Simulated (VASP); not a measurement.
Runs of VASP 6.6.1 on As. The structure is that of space group Pm-3m (No. 221), or close to it. The cells are those of the table. 

```csv
task,level,cell,cutoff (eV),gap on the mesh (eV),pressure (GPa),relaxed volume (Å³/atom)
single point,PBE+D4,"a = 2.696 Å, 1 atom",520,none,0.2,-
single point,PBE,"a = 2.735 Å, 1 atom",520,none,0.2,-
relaxation of cell and atoms,PBE,"relaxed from a = 2.704 Å, 1 atom",600,none,0.0,20.51
relaxation of cell and atoms,PBE+D4,"relaxed from a = 2.704 Å, 1 atom",600,none,0.0,(a)
single point,revPBE+D3(BJ),"a = 2.671 Å, 1 atom",520,none,0.2,-
```

Alike in all rows: potentials or basis VASP PAW PBE potentials, release 64 (As); no spin polarisation; k mesh 7 × 7 × 7; smearing fermi-dirac 0.3 eV.

**Question.** Estimate the missing entries.

**Answer.** (a) 19.65.

Caveats: pairwise dispersion overbinds metals, which lowers pressure and volume (some runs); the PAW data sets were made with another functional, which shifts forces and pressure a little (some runs).

A k mesh can miss the band edges, and the runs leave out spin-orbit coupling on As.

A gap of «none» marks levels without a gap at the run's occupations.
